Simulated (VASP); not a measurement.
AlN, 4 atoms in the cell. The structure is hexagonal, space group P6_3/mmc (No. 194). Conventional cell: a = 3.356 Å, b = 3.356 Å, c = 4.243 Å, α = 90.00°, β = 90.00°, γ = 120.00°. Within 2.6 Å of Al (site symmetry -6m2) lie 5 N at 1.94 to 2.12 Å. Within 2.6 Å of N (site symmetry -6m2) lie 5 Al at 1.94 to 2.12 Å. 

```yaml
Program: VASP 6.6.1
Task: single point
Functional: r2SCAN
Potentials_or_basis: VASP PAW PBE potentials, release 64 (Al, N)
Cutoff: 520 eV
k_mesh: 6 × 6 × 4
Occupations: gaussian, width 0.01 eV
Spin: no spin polarisation
Dipole_correction: no
Further_INCAR_settings: ALGO = Normal; EDIFF = 1e-07; NBANDS = 16
```

Potentials or basis: VASP PAW PBE potentials, release 64 (Al, N).

Command:

```console
$ cat potpaw_PBE.64/Al/POTCAR potpaw_PBE.64/N/POTCAR > POTCAR
$ cp INCAR.step1 INCAR
$ mpirun -np 1 vasp_std > vasp.out
$ cp INCAR.step2 INCAR
$ mpirun -np 1 vasp_std > vasp.out
```

Hardware: 1 thread of Intel Xeon 6975P-C (shared host).

Question: Estimate the wall time of this run.

Answer: It took 47 s on 1 thread of Intel Xeon 6975P-C, with other jobs on the host, peak memory 0.17 GiB. Counts: k points 21.
